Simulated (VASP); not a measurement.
# Mg3SnSe4 in VASP: settings compared, part 2 of 2

VASP 6.6.1. The steps go on from the part before.

## (3) Single point, PBEsol

This run uses another cell than the first one, of 22.01 Å³/atom.

INCAR reads:

```
PREC = Accurate
ENCUT = 600
EDIFF = 1E-6
ISMEAR = -1
SIGMA = 0.05
LREAL = False
LASPH = True
NELM = 120
ALGO = Normal
ISIF = 2
LWAVE = False
LCHARG = False
GGA = PS
NBANDS = 32
GGA_COMPAT = False
```

KPOINTS reads:

```
regular mesh
0
Gamma
  4 4 2
```

POSCAR reads:

```
Mg3SnSe4
1.0
    3.9707329801     -0.0000727839      0.0000208494
   -0.0000721238      3.9704143404     -0.0001257936
    0.0002002354     -0.0001421219     11.1675825122
Mg Sn Se
3 1 4
Direct
    0.4995807279      0.4981180351      0.7402420214
    0.0006983141     -0.0014717145      0.4986120127
    0.4995942005      0.4979444395      0.2569291401
   -0.0000758934     -0.0017723655     -0.0013757998
   -0.0003373027     -0.0021637810      0.2577487038
    0.4998101522      0.4980211842     -0.0014217949
   -0.0003710692     -0.0021416675      0.7395908761
    0.4998752771      0.4979636869      0.4985913516
```

Potentials or basis: VASP PAW PBE potentials, release 64 (Mg, Sn_d, Se).

On the command line:

```bash
$ cat potpaw_PBE.64/Mg/POTCAR potpaw_PBE.64/Sn_d/POTCAR potpaw_PBE.64/Se/POTCAR > POTCAR
$ mpirun -np 1 vasp_std > vasp.out
```

OUTCAR:

```text
PREC = Accurate
   ENCUT = 600
   EDIFF = 1E-6
   ISMEAR = -1
   LREAL = False
   LASPH = True
   NELM = 120
   ISIF = 2
   GGA = PS

 ion  position               nearest neighbor table
   1  0.500  0.498  0.740-   8 2.70   7 2.81   7 2.81   7 2.81   7 2.81   6 2.88
   2  0.001  0.999  0.499-   5 2.69   7 2.69   8 2.80   8 2.81   8 2.81   8 2.81
   3  0.500  0.498  0.257-   8 2.70   5 2.81   5 2.81   5 2.81   5 2.81   6 2.89
   4  1.000  0.998  0.999-   6 2.81   6 2.81   6 2.81   6 2.81   7 2.89   5 2.89
   5  1.000  0.998  0.258-   2 2.69   3 2.81   3 2.81   3 2.81   3 2.81   4 2.89
   6  0.500  0.498  0.999-   4 2.81   4 2.81   4 2.81   4 2.81   1 2.88   3 2.89
   7  1.000  0.998  0.740-   2 2.69   1 2.81   1 2.81   1 2.81   1 2.81   4 2.89
   8  0.500  0.498  0.499-   1 2.70   3 2.70   2 2.80   2 2.81   2 2.81   2 2.81

  LATTYP: Found a simple monoclinic cell.
 ALAT       =    11.8522213558
 B/A-ratio  =     0.3350201504
 C/A-ratio  =     1.1561286391
 COS(beta)  =    -0.9620092724

  Lattice vectors:

 A1 = (   0.0001281116,   3.9702722185,  11.1674567186)
 A2 = (  -3.9707329801,   0.0000727839,  -0.0000208494)
 A3 = (  -0.0000559878,  -7.9406865589, -11.1673309250)

[... 188 lines left out ...]
  band No.  band energies     occupation
      1     -16.8297      2.00000
      2     -16.7599      2.00000
      3     -16.7598      2.00000
      4     -16.7561      2.00000
      5     -16.7509      2.00000
      6      -9.7178      2.00000
[... 689 lines left out ...]
     31      11.9168      0.00000
     32      11.9172      0.00000

------------------------ aborting loop because EDIFF is reached ----------------------------------------

  FORCE on cell =-STRESS in cart. coord.  units (eV):
  Direction    XX          YY          ZZ          XY          YZ          ZX
  --------------------------------------------------------------------------------------
  -------------------------------------------------------------------------------------
  Total       -0.0117540     -0.0094748     -0.0213850      0.0020559      0.0014261     -0.0005758
  in kB       -0.1069625     -0.0862216     -0.1946055      0.0187089      0.0129773     -0.0052398
  external PRESSURE =      -0.1292632 kB  Pullay stress =       0.0000000 kB

 VOLUME and BASIS-vectors are now :
 -----------------------------------------------------------------------------
  energy-cutoff  :      600.00
  volume of cell :      176.06
      direct lattice vectors                 reciprocal lattice vectors
     3.970732980 -0.000072784  0.000020849     0.251842671  0.000004575 -0.000004515
    -0.000072124  3.970414340 -0.000125794     0.000004617  0.251862883  0.000003205
     0.000200235 -0.000142122 11.167582512    -0.000000470  0.000002837  0.089544895

 POSITION                                       TOTAL-FORCE (eV/Angst)
 -----------------------------------------------------------------------------------
      1.98381      1.97759      8.26666         0.000671     -0.001202     -0.001763
      0.00280      3.96450      5.56817        -0.004407     -0.002814      0.002008
      1.98377      1.97697      2.86923         0.000744     -0.000242      0.002304
      3.97056      3.96316     11.15211        -0.001417     -0.002677      0.000001
      3.96937      3.96171      2.87833         0.000086      0.000923      0.004116
      1.98478      1.97717     11.15165         0.000953      0.002030      0.002289
      3.96934      3.96173      8.25934         0.000285      0.001668     -0.010884
      1.98494      1.97701      5.56801         0.003086      0.002314      0.001928
 -----------------------------------------------------------------------------------
    total drift:                               -0.000008     -0.000105     -0.000276

  FREE ENERGIE OF THE ION-ELECTRON SYSTEM (eV)
  ---------------------------------------------------
  free  energy   TOTEN  =       -32.7837643072 eV

  energy  without entropy=      -32.7737432129  energy(sigma->0) =      -32.77875376
```

OSZICAR:

```text
N       E                     dE             d eps       ncg     rms          rms(c)
DAV:   1     0.331650368630E+03    0.33165E+03   -0.19587E+04  1296   0.146E+03
DAV:   2     0.166411622968E+02   -0.31501E+03   -0.29567E+03  1328   0.341E+02
DAV:   3    -0.315614023233E+02   -0.48203E+02   -0.46898E+02  1584   0.120E+02
DAV:   4    -0.337994910972E+02   -0.22381E+01   -0.22255E+01  1600   0.270E+01
DAV:   5    -0.338522841477E+02   -0.52793E-01   -0.52774E-01  1752   0.460E+00    0.647E+00
DAV:   6    -0.329326717757E+02    0.91961E+00   -0.14213E+00  1560   0.488E+00    0.408E+00
DAV:   7    -0.327946544265E+02    0.13802E+00   -0.76261E-01  1536   0.307E+00    0.141E+00
DAV:   8    -0.327845100489E+02    0.10144E-01   -0.59979E-02  1608   0.127E+00    0.286E-01
DAV:   9    -0.327837653033E+02    0.74475E-03   -0.44042E-03  1568   0.441E-01    0.944E-02
DAV:  10    -0.327837728499E+02   -0.75466E-05   -0.22521E-04  1640   0.680E-02    0.438E-02
DAV:  11    -0.327837657982E+02    0.70516E-05   -0.78964E-05  1528   0.527E-02    0.151E-02
DAV:  12    -0.327837645443E+02    0.12539E-05   -0.82326E-06  1656   0.122E-02    0.623E-03
DAV:  13    -0.327837643072E+02    0.23716E-06   -0.65002E-07  1024   0.469E-03
   1 F= -.32783764E+02 E0= -.32778754E+02  d E =-.100211E-01
```

It took 3.7 min on 1 thread of Intel Xeon 8259CL, shared host; peak memory 0.37 GiB.

What came out:

* Free energy: -32.7838 eV
* Pressure: 0.0 GPa
* Largest force: 0.011 eV/Å
* Band gap on the k mesh: zero (bands 22 and 23 overlap by 0.38 eV)

Forces on the atoms (eV/Å):
```
Mg   0.001 -0.001 -0.002
Mg  -0.004 -0.003  0.002
Mg   0.001  0.000  0.002
Sn  -0.001 -0.003  0.000
Se   0.000  0.001  0.004
Se   0.001  0.002  0.002
Se   0.000  0.002 -0.011
Se   0.003  0.002  0.002
```

Caveat: the k points lie up to 0.40 Å⁻¹ apart; semilocal functionals underestimate gaps, so a narrow gap can read as zero; the PAW data sets were made with another functional, which shifts forces and pressure a little; spin-orbit coupling is left out, which moves the levels of the heavy elements.

## (4) Single point, r2SCAN+rVV10

This run uses another cell than the first one, of 22.24 Å³/atom.

POSCAR reads:

```
Mg3SnSe4
1.0
    3.9915081487      0.0000000000      0.0000000000
    0.0000000000      3.9915081487      0.0000000000
    0.0000000000      0.0000000000     11.1658639479
Mg Sn Se
3 1 4
Direct
    0.5000000000      0.5000000000      0.7420360231
    0.0000000000      0.0000000000      0.5000000000
    0.5000000000      0.5000000000      0.2579639769
    0.0000000000      0.0000000000      0.0000000000
    0.0000000000      0.0000000000      0.2609826870
    0.5000000000      0.5000000000      0.0000000000
    0.0000000000      0.0000000000      0.7390173130
    0.5000000000      0.5000000000      0.5000000000
```

INCAR.step1 reads:

```
PREC = Accurate ; ENCUT = 660
ISMEAR = -1 ; SIGMA = 0.03
LREAL = False ; LASPH = True
NELM = 120 ; NBANDS = 32
GGA = PE ; ALGO = Normal
EDIFF = 1E-5 ; LWAVE = True
LCHARG = False ; GGA_COMPAT = False
```

INCAR.step2 reads:

```
PREC = Accurate ; ENCUT = 660
EDIFF = 1E-6 ; ISMEAR = -1
SIGMA = 0.03 ; LREAL = False
LASPH = True ; NELM = 120
ALGO = Normal ; ISIF = 2
LWAVE = False ; LCHARG = True
METAGGA = R2SCAN ; LMIXTAU = True
LUSE_VDW = True ; IVDW_NL = 2
BPARAM = 11.95 ; CPARAM = 0.0093
LELF = True ; LVHAR = True
NBANDS = 32 ; ISTART = 1
GGA_COMPAT = False
```

KPOINTS reads:

```
regular mesh
0
Gamma
  6 6 2
```

On the command line:

```bash
$ cat potpaw_PBE.64/Mg/POTCAR potpaw_PBE.64/Sn_d/POTCAR potpaw_PBE.64/Se/POTCAR > POTCAR
$ cp INCAR.step1 INCAR
$ mpirun -np 1 vasp_std > vasp.out
$ cp INCAR.step2 INCAR
$ mpirun -np 1 vasp_std > vasp.out
```

Wall time 22 min (1 thread of Intel Xeon 8259CL, shared host); peak memory 0.92 GiB.

It converged, with:

| Quantity | Value |
| --- | --- |
| Free energy | -102.2102 eV |
| Pressure | -0.1 GPa |
| Largest force | 0.020 eV/Å |
| Band gap on the k mesh | zero (bands 22 and 23 overlap by 0.26 eV) |

Forces on the atoms (eV/Å):
```
Mg   0.000  0.000 -0.008
Mg   0.000  0.000  0.000
Mg   0.000  0.000  0.008
Sn   0.000  0.000  0.000
Se   0.000  0.000  0.020
Se   0.000  0.000  0.000
Se   0.000  0.000 -0.020
Se   0.000  0.000  0.000
```

Levels at points of the mesh, in eV from the Fermi level:
| k point | band 19 | band 20 | band 21 | band 22 | band 23 | band 24 | band 25 | band 26 |
| --- | --- | --- | --- | --- | --- | --- | --- | --- |
| (0.00, 0.00, 0.00) | -3.49 | -2.80 | -2.55 | -2.55 | 0.03 | 1.27 | 1.51 | 2.14 |
| (0.50, 0.00, 0.00) | -3.08 | -3.03 | -2.97 | -0.01 | 0.04 | 0.86 | 0.96 | 2.13 |
| (0.50, 0.50, 0.00) | -4.28 | -4.15 | -4.15 | -3.49 | -0.26 | 1.92 | 2.16 | 2.16 |
| (0.00, 0.00, 0.50) | -3.25 | -2.79 | -2.66 | -2.66 | 0.09 | 1.16 | 1.58 | 2.42 |
| (0.50, 0.00, 0.50) | -3.16 | -3.11 | -2.97 | 0.00 | 0.11 | 0.87 | 1.55 | 2.52 |
| (0.50, 0.50, 0.50) | -4.61 | -4.38 | -4.38 | -2.90 | 0.46 | 0.76 | 0.77 | 3.07 |

Caveat: semilocal functionals underestimate gaps, so a narrow gap can read as zero; the PAW data sets were made with another functional, which shifts forces and pressure a little; spin-orbit coupling is left out, which moves the levels of the heavy elements.

## (5) Overview

| level | cell | k mesh | cutoff (eV) | smearing | gap on the mesh (eV) | pressure (GPa) | largest force (eV/Å) |
| --- | --- | --- | --- | --- | --- | --- | --- |
| PBEsol | a = 3.975, b = 3.975, c = 11.167 Å, 8 atoms | 6 × 6 × 2 | 600 | fermi-dirac 0.03 eV | none | 0.0 | 0.01 |
| PBEsol | a = 3.971, b = 3.970, c = 11.168 Å, 8 atoms | 4 × 4 × 2 | 600 | fermi-dirac 0.05 eV | none | 0.0 | 0.01 |
| r2SCAN+rVV10 | a = 3.992, b = 3.992, c = 11.166 Å, 8 atoms | 6 × 6 × 2 | 660 | fermi-dirac 0.03 eV | none | -0.1 | 0.02 |

Alike in all rows: task single point; potentials or basis VASP PAW PBE potentials, release 64 (Mg, Sn_d, Se); no spin polarisation.

Caveats: some runs use coarse meshes; semilocal functionals underestimate gaps, so a narrow gap can read as zero; the PAW data sets were made with another functional, which shifts forces and pressure a little; spin-orbit coupling is left out, which moves the levels of the heavy elements.

Absolute energies hang on the potentials; compare differences alone.
